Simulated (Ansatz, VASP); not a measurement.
**SiC: VASP beside Ansatz**

```xyz
12
Lattice="1.5286 -2.6496 0.0000 1.5286 2.6496 0.0000 0.0000 0.0000 15.0204" Properties=species:S:1:pos:R:3 pbc="T T T"
Si    1.5286    1.7664   12.8833
Si    1.5286   -1.7664    5.3731
Si    1.5286   -0.0006    7.8783
Si    1.5286    0.0006    0.3681
Si    1.5286   -1.7670   10.3825
Si    1.5286    1.7670    2.8723
C     1.5286   -0.0010    9.7605
C     1.5286    0.0010    2.2503
C     1.5286    1.7666   14.7603
C     1.5286   -1.7666    7.2501
C     1.5286   -1.7667   12.2595
C     1.5286    1.7667    4.7493
```

Change from the starting cell: volume scaled by 0.98, ions relaxed.

Alike in both runs: functional PBE; k mesh 16 × 16 × 3; occupations fermi-dirac, width 0.02 eV; no spin polarisation.

Ansatz relaxed the structure, and its values are those at the end. VASP's run is a single point on that final structure, the one shown.

|  | VASP | Ansatz |
| --- | --- | --- |
| version | VASP 6.6.1 | Ansatz 0.2.0 |
| potentials or method | VASP PAW PBE potentials, release 64 (Si, C) | plane-wave PAW, scalar-relativistic |
| plane-wave cutoff (eV) | 520 | 420 |
| valence electrons in the cell | 48 | 48 |

Ansatz gave:

```
gap on the k mesh at the Fermi level (eV) : 2.01
pressure (GPa)                            : 8.0
```

Question: Which values does VASP return?

Answer: gap on the k mesh at the Fermi level (eV): 2.01; pressure (GPa): 7.9.

Ansatz's warnings: stress scf threshold loose.
